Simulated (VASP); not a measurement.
Write the native input for VASP 6.6.1 that does the following.

- Task: single point
- Functional: PBE
- Potentials or basis: VASP PAW PBE potentials, release 64 (Mo_sv, N)
- Cutoff: 520 eV
- k mesh: 5 × 5 × 1
- Occupations: gaussian, width 0.1 eV
- Spin: no spin polarisation
- Dipole correction: yes
- Further INCAR settings: ALGO = Normal; EDIFF = 1e-06; NBANDS = 98

The structure of Mo12N lies in POSCAR:

```
Mo12N
1.0
    5.4740406976      0.0000000000      0.0000000000
   -1.8246802325      5.1609750637      0.0000000000
    0.0000000000      0.0000000000     19.8082144129
Mo N
12 1
Direct
    0.2500000000      0.2500000000      0.2019364248
    0.2500000000      0.7500000000      0.2019364248
    0.7500000000      0.2500000000      0.2019364248
    0.7500000000      0.7500000000      0.2019364248
    0.0000000000      0.0000000000      0.3106872619
    0.0000000000      0.5000000000      0.3106872619
    0.5000000000      0.0000000000      0.3106872619
    0.5000000000      0.5000000000      0.3106872619
    0.2500000000      0.2500000000      0.4194327787
    0.2500000000      0.7500000000      0.4194327787
    0.7500000000      0.2500000000      0.4194327787
    0.7500000000      0.7500000000      0.4194327787
    0.3333333333      0.4166666667      0.4960736115
```

These files were run (other wordings do the same):

INCAR

```
SYSTEM = Mo12N
PREC = Accurate
ENCUT = 520
EDIFF = 1E-6
ISMEAR = 0
SIGMA = 0.1
LREAL = .False.
LASPH = .True.
NELM = 60
ALGO = Normal
ISIF = 2
LWAVE = .False.
LCHARG = .False.
LDIPOL = .True.
IDIPOL = 3
DIPOL = 0.5 0.5 0.325
GGA = PE
NBANDS = 98
```

KPOINTS

```
Automatic mesh
0
Gamma
  5 5 1
  0 0 0
```

Potentials or basis: VASP PAW PBE potentials, release 64 (Mo_sv, N).

Launch:

```console
$ cat potpaw_PBE.64/Mo_sv/POTCAR potpaw_PBE.64/N/POTCAR > POTCAR
$ mpirun -np 1 vasp_std > vasp.out
```

It gave:

```yaml
Largest_force: 2.078 eV/Å
Band_gap_on_the_k_mesh: zero (an odd number of electrons rules out a gap without spin polarisation)
```

It took 27 min on 1 thread of Intel(R) Xeon(R) Platinum 8488C (Sapphire Rapids), with other jobs on the host, peak memory 0.85 GiB.
